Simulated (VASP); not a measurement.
Write the native input for VASP 6.6.1 that does the following.

* Task: single point
* Functional: r2SCAN
* Potentials or basis: VASP PAW PBE potentials, release 64 (La, Re)
* Cutoff: 520 eV
* k mesh: 10 × 10 × 10
* Occupations: gaussian, width 0.05 eV
* Spin: no spin polarisation
* Dipole correction: no
* Further INCAR settings: ALGO = Normal; EDIFF = 1e-06; NBANDS = 16

The system is LaRe.

```
La Re
1.0
     3.57335    0.00000    0.00000
     0.00000    3.57335    0.00000
     0.00000    0.00000    3.57335
La Re
1 1
Cartesian
  0.0000 0.0000 0.0000
  1.7867 1.7867 1.7867
```

One way to write it, as run:

POSCAR

```
LaRe
1.0
    3.5733472286      0.0000000000      0.0000000000
    0.0000000000      3.5733472286      0.0000000000
    0.0000000000      0.0000000000      3.5733472286
La Re
1 1
Direct
    0.0000000000      0.0000000000      0.0000000000
    0.5000000000      0.5000000000      0.5000000000
```

INCAR.step1

```
ALGO = Normal
EDIFF = 1E-4
ENCUT = 520
GGA = PE
ISMEAR = 0
LASPH = True
LCHARG = False
LREAL = False
LWAVE = True
NBANDS = 16
NELM = 60
PREC = Accurate
SIGMA = 0.05
```

INCAR.step2

```
ALGO = Normal
EDIFF = 1E-6
ENCUT = 520
ISIF = 2
ISMEAR = 0
ISTART = 1
LASPH = True
LCHARG = False
LMIXTAU = True
LREAL = False
LWAVE = False
METAGGA = R2SCAN
NBANDS = 16
NELM = 60
PREC = Accurate
SIGMA = 0.05
```

KPOINTS

```
k-points
0
Gamma
  10 10 10
```

Potentials or basis: VASP PAW PBE potentials, release 64 (La, Re).

Run with:

```bash
$ cat potpaw_PBE.64/La/POTCAR potpaw_PBE.64/Re/POTCAR > POTCAR
$ cp INCAR.step1 INCAR
$ mpirun -np 1 vasp_std > vasp.out
$ cp INCAR.step2 INCAR
$ mpirun -np 1 vasp_std > vasp.out
```

It gave:

```
Pressure               : -0.2 GPa
Band gap on the k mesh : zero (bands 9 and 10 overlap by 2.30 eV)
```

Caveat: the PAW data sets were made with another functional, which shifts forces and pressure a little; spin-orbit coupling is left out, which moves the levels of the heavy elements.

It took 4.9 min on 1 thread of AMD EPYC 7R43 64-Core Processor (Zen 3) (shared host), peak memory 0.18 GiB.
